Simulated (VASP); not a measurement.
# ZnS (P6_3mc) in VASP: elastic constants with PBEsol

Aim: the elastic constants of ZnS with PBEsol.

Everything below comes from runs of VASP 6.6.1. Logs are shortened: lines on timing, memory, paths and dates and some standing lists are left out, and cuts for length are marked.

### 1 The cell of the first run

Symmetry: P6_3mc, No. 186, hexagonal system. The conventional cell has a = 3.751 Å, b = 3.751 Å, c = 6.160 Å, α = 90.00°, β = 90.00°, γ = 120.00°. Zn (site symmetry 3m) has 4 S at 2.30 Å within 3.0 Å. S (site symmetry 3m) has 4 Zn at 2.30 Å within 3.0 Å.

### 2 Elastic constants, PBEsol

Contents of INCAR:

```
SYSTEM = ZnS
PREC = Accurate
ENCUT = 600
EDIFF = 1E-8
ISMEAR = 0
SIGMA = 0.01
LREAL = .False.
LASPH = .True.
NELM = 60
ALGO = Normal
ISIF = 3
LWAVE = .False.
LCHARG = .False.
GGA = PS
IBRION = 6
NFREE = 2
POTIM = 0.015
NSW = 1
```

Contents of KPOINTS:

```
Automatic mesh
0
Gamma
  6 6 4
  0 0 0
```

Contents of POSCAR:

```
ZnS
1.0
    3.7513532153      0.0000000000      0.0000000000
   -1.8756766076      3.2487671830      0.0000000000
    0.0000000000      0.0000000000      6.1604495784
Zn S
2 2
Direct
    0.3333333333      0.6666666667      0.0055529737
    0.6666666667      0.3333333333      0.5055529737
    0.3333333333      0.6666666667      0.3794470263
    0.6666666667      0.3333333333      0.8794470263
```

Potentials or basis: VASP PAW PBE potentials, release 64 (Zn, S).

Run with:

```
cat potpaw_PBE.64/Zn/POTCAR potpaw_PBE.64/S/POTCAR > POTCAR
mpirun -np 1 vasp_std > vasp.out
```

OUTCAR:

```text
SYSTEM = ZnS
   PREC = Accurate
   ENCUT = 600
   EDIFF = 1E-8
   ISMEAR = 0
   LREAL = .False.
   LASPH = .True.
   NELM = 60
   ISIF = 3
   GGA = PS
   IBRION = 6
   NFREE = 2
   POTIM = 0.015
   NSW = 1

 ion  position               nearest neighbor table
   1  0.333  0.667  0.006-   4 2.30   4 2.30   4 2.30   3 2.30
   2  0.667  0.333  0.506-   3 2.30   3 2.30   3 2.30   4 2.30
   3  0.333  0.667  0.379-   2 2.30   2 2.30   2 2.30   1 2.30
   4  0.667  0.333  0.879-   1 2.30   1 2.30   1 2.30   2 2.30

  LATTYP: Found a hexagonal cell.
 ALAT       =     3.7513532153
 C/A-ratio  =     1.6421939564

  Lattice vectors:

 A1 = (   3.7513532153,   0.0000000000,   0.0000000000)
 A2 = (  -1.8756766076,   3.2487671830,   0.0000000000)
 A3 = (   0.0000000000,   0.0000000000,   6.1604495784)

Analysis of symmetry for initial positions (statically):
=====================================================================
 Subroutine PRICEL returns:
 Original cell was already a primitive cell.

 Routine SETGRP: Setting up the symmetry group for a
 hexagonal supercell.

 Subroutine GETGRP returns: Found 12 space group operations
 (whereof  6 operations were pure point group operations)
 out of a pool of 24 trial point group operations.

The static configuration has the point symmetry C_3v.
 The point group associated with its full space group is C_6v.

Analysis of symmetry for dynamics (positions and initial velocities):
=====================================================================
 Subroutine PRICEL returns:
 Original cell was already a primitive cell.

 Routine SETGRP: Setting up the symmetry group for a
 hexagonal supercell.

 Subroutine GETGRP returns: Found 12 space group operations
 (whereof  6 operations were pure point group operations)
 out of a pool of 24 trial point group operations.

[... 344 lines left out ...]

 Free energy of the ion-electron system (eV)
  ---------------------------------------------------
  ext. energy  EPLUGINS =         0.00000000
  ---------------------------------------------------
  free energy    TOTEN  =       -15.14878706 eV

  energy without entropy =      -15.14878706  energy(sigma->0) =      -15.14878706

 E-fermi :   2.6154     XC(G=0): -10.0777

 val. band max:        2.5183948173   @ k =   0.0000   0.0000   0.0000
 cond. band min:       4.7814237145   @ k =   0.0000   0.0000   0.0000
 fundamental gap:      2.2630288972
 Fermi energy:         2.6154388279

 k-point     1 :       0.0000    0.0000    0.0000
  band No.  band energies     occupation
      1     -11.0322      2.00000
      2      -9.9855      2.00000
      3      -4.0934      2.00000
      4      -4.0632      2.00000
      5      -4.0632      2.00000
      6      -3.9684      2.00000
[... 620 lines left out ...]
  FREE ENERGIE OF THE ION-ELECTRON SYSTEM (eV)
  ---------------------------------------------------
  free  energy   TOTEN  =       -15.1487870590 eV

  energy  without entropy=      -15.1487870590  energy(sigma->0) =      -15.14878706

 INTERNAL STRAIN TENSORS FROM STRAINED CELLS
 ============================================

 INTERNAL STRAIN TENSOR FOR ION    1 for displacements in x,y,z  (eV/Angst):
          X           Y           Z          XY          YZ          ZX
  --------------------------------------------------------------------------------
  x    -0.00000     0.00000     0.00000    -5.81225    -0.00000    -4.40748
  y    -5.82820     5.84390     0.00000     0.00012    -4.40853    -0.00007
  z    -4.34263    -4.34808     7.98535    -0.00127     0.00048    -0.00008

 INTERNAL STRAIN TENSORS FROM DISPLACED ATOMS
 ============================================

 INTERNAL STRAIN TENSOR FOR ION    1 for displacements in x,y,z  (eV/Angst):
          X           Y           Z          XY          YZ          ZX
  --------------------------------------------------------------------------------
  x    -0.00000     0.00000     0.00000    -5.81154    -0.00000    -4.41337
  y    -5.81154     5.81154    -0.00000     0.00000    -4.41337    -0.00000
  z    -4.31420    -4.31420     7.96218    -0.00000     0.00000    -0.00000

 INTERNAL STRAIN TENSOR FOR ION    4 for displacements in x,y,z  (eV/Angst):
          X           Y           Z          XY          YZ          ZX
  --------------------------------------------------------------------------------
  x     0.00000    -0.00000     0.00000     7.35430     0.00000     4.40785
  y     7.35430    -7.35430    -0.00000    -0.00000     4.40785     0.00000
  z     4.33253     4.33253    -7.91715     0.00000     0.00000    -0.00000

 Eigenvectors and eigenvalues of the dynamical matrix
 ----------------------------------------------------

   1 f  =   10.488086 THz    65.898587 2PiTHz  349.844887 cm-1    43.375218 meV
             X         Y         Z           dx          dy          dz
     -0.000000  2.165845  0.034209    -0.000000   -0.000000    0.147326
      1.875677  1.082922  3.114434     0.000000    0.000000   -0.147326
     -0.000000  2.165845  2.337564    -0.000000   -0.000000   -0.691589
      1.875677  1.082922  5.417789     0.000000    0.000000    0.691589
[... 71 lines left out ...]
  12 f/i=    0.014132 THz     0.088797 2PiTHz    0.471407 cm-1     0.058447 meV
             X         Y         Z           dx          dy          dz
     -0.000000  2.165845  0.034209    -0.000000   -0.000000    0.579869
      1.875677  1.082922  3.114434    -0.000000   -0.000000    0.579869
     -0.000000  2.165845  2.337564    -0.000000   -0.000000    0.404663
      1.875677  1.082922  5.417789    -0.000000   -0.000000    0.404663

--------------------------------------------------------------------------------------------------------

 ELASTIC MODULI CONTR FROM IONIC RELAXATION (kBar)
 Direction    XX          YY          ZZ          XY          YZ          ZX
 --------------------------------------------------------------------------------
 XX        -409.1707    169.1598    220.3826     -0.0000      0.0000     -0.0000
 YY         169.1598   -409.1707    220.3826     -0.0000      0.0000      0.0000
 ZZ         220.3826    220.3826   -404.7192      0.0000     -0.0000     -0.0000
 XY          -0.0000     -0.0000      0.0000   -289.1653     -0.0000      0.0000
 YZ          -0.0000      0.0000     -0.0000      0.0000   -121.8260     -0.0000
 ZX          -0.0000      0.0000     -0.0000      0.0000     -0.0000   -121.8258
 --------------------------------------------------------------------------------

 TOTAL ELASTIC MODULI (kBar)
 Direction    XX          YY          ZZ          XY          YZ          ZX
 --------------------------------------------------------------------------------
 XX        1332.5465    674.6372    533.7855      0.0000      0.0000     -0.0000
 YY         674.6372   1332.5465    533.7855      0.0000      0.0000      0.0000
 ZZ         533.7855    533.7855   1593.4344      0.0000     -0.0000     -0.0000
 XY           0.0000      0.0000      0.0000    328.9547     -0.0000      0.0000
 YZ          -0.0000      0.0000     -0.0000      0.0000    278.1250      0.0000
 ZX          -0.0000      0.0000     -0.0000      0.0000      0.0000    278.1251
 --------------------------------------------------------------------------------
```

stdout:

```text
POSCAR found type information on POSCAR ZnS
 POSCAR found :  2 types and       4 ions
 scaLAPACK will be used
 -----------------------------------------------------------------------------
|                                                                             |
|                                                                             |
|     You enforced a specific xc type in the INCAR file but a different       |
|     I HOPE YOU KNOW WHAT YOU ARE DOING!                                     |
[... 40 lines left out ...]
 Finite differences progress:
 bond charge predicted
 Finite differences progress:
 bond charge predicted
 Finite differences progress:
 bond charge predicted
 Finite differences progress:
 bond charge predicted
 Finite differences progress:
 bond charge predicted
 Finite differences progress:
 bond charge predicted
 Finite differences progress:
```

Run time: 12 min. Hardware: 1 thread of Intel Xeon 6975P-C (Granite Rapids), shared host; peak memory 0.37 GiB.

What came out:

```yaml
Voigt_bulk_modulus: 86 GPa
Highest_phonon_frequency_at_Γ_LO-TO_splitting_left_out: 350 cm⁻¹
```

Phonon frequencies in cm⁻¹ (negative: imaginary):
| q point | frequencies |
| --- | --- |
| (0.000, 0.000, 0.000) | 0 0 0 65 65 198 290 294 294 300 300 350 |

Elastic tensor in Voigt notation (GPa, in the Cartesian axes of the cell as first typed):
```
133  67  53   0   0   0
 67 133  53   0   0   0
 53  53 159   0   0   0
  0   0   0  28   0   0
  0   0   0   0  28   0
  0   0   0   0   0  33
```

Clamped-ion elastic tensor (GPa):
```
174  51  31   0   0   0
 51 174  31   0   0   0
 31  31 200   0   0   0
  0   0   0  40   0   0
  0   0   0   0  40   0
  0   0   0   0   0  62
```

Caveat: the cell is under stress, which shifts elastic constants; the PAW data sets were made with another functional, which shifts forces and pressure a little.
